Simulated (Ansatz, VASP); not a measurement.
## Two plane-wave programs on Si

Contents of INCAR:

```
ALGO = Normal ; EDIFF = 1E-7
EDIFFG = -0.002 ; ENCUT = 600
GGA = PS ; IBRION = 2
ISIF = 3 ; ISMEAR = 0
LASPH = T ; LCHARG = F
LREAL = F ; LWAVE = F
NELM = 80 ; NSW = 100
PREC = Accurate ; SIGMA = 0.01
```

Contents of KPOINTS:

```
k-points
0
Gamma
  9 9 6
```

The input POSCAR:

```
Si
1.0
    3.8200000000      0.0000000000      0.0000000000
   -1.9100000000      3.3082170425      0.0000000000
    0.0000000000      0.0000000000      6.3200000000
Si
4
Direct
    0.3333333333      0.6666666667      0.0000000000
    0.6666666667      0.3333333333      0.5000000000
    0.3333333333      0.6666666667      0.3740000000
    0.6666666667      0.3333333333      0.8740000000
```

Input for Ansatz:

```yaml
crystal:
  lattice:
    - [3.82, 0.0, 0.0]
    - [-1.91, 3.3082170425, 0.0]
    - [0.0, 0.0, 6.32]
  atoms:
    - { symbol: Si, position: [0.3333333333, 0.6666666667, 0.0] }
    - { symbol: Si, position: [0.6666666667, 0.3333333333, 0.5] }
    - { symbol: Si, position: [0.3333333333, 0.6666666667, 0.374] }
    - { symbol: Si, position: [0.6666666667, 0.3333333333, 0.874] }
basis:
  ecutwfc: 420
kpoints:
  mp_grid: { grid: [9, 9, 6] }
hamiltonian:
  xc: pbesol
  pseudopotentials: { kind: paw, azcp: { folder: soft_1 } }
scf:
  occupations: { method: gaussian, width: 0.01 }
output:
  forces: true
  stress: true
  eigenvalues: true
  write_density: true
  write_potential: true
  elf: true
  volumetric_format: npy
relax:
  adjacent_minimum: "off"
  f_tol: 0.002
  max_steps: 80
  cell: { stress_tol: 0.02 }
```

Alike in both runs: task relaxation of cell and atoms; functional PBEsol; k mesh 9 × 9 × 6; occupations gaussian, width 0.01 eV; no spin polarisation.

|  | VASP | Ansatz |
| --- | --- | --- |
| version | VASP 6.6.1 | Ansatz 0.2.0 |
| potentials or method | VASP PAW PBE potentials, release 64 (Si), cutoff 600 eV | scalar-relativistic, plane waves, PAW |
| valence electrons in the cell | 16 | 16 |

```csv
,VASP,Ansatz,Ansatz less VASP
"gap on the k mesh at the Fermi level, each at its own relaxed structure (eV)",0.33,0.34,+0.005
relaxed volume (Å³/atom),20.06,20.03,-0.025
relaxed cell length with the largest relative difference (Å),3.827,3.825,-0.0018
```

VASP's potentials were made for PBE, not for PBEsol, and Ansatz warns of the same on its side.
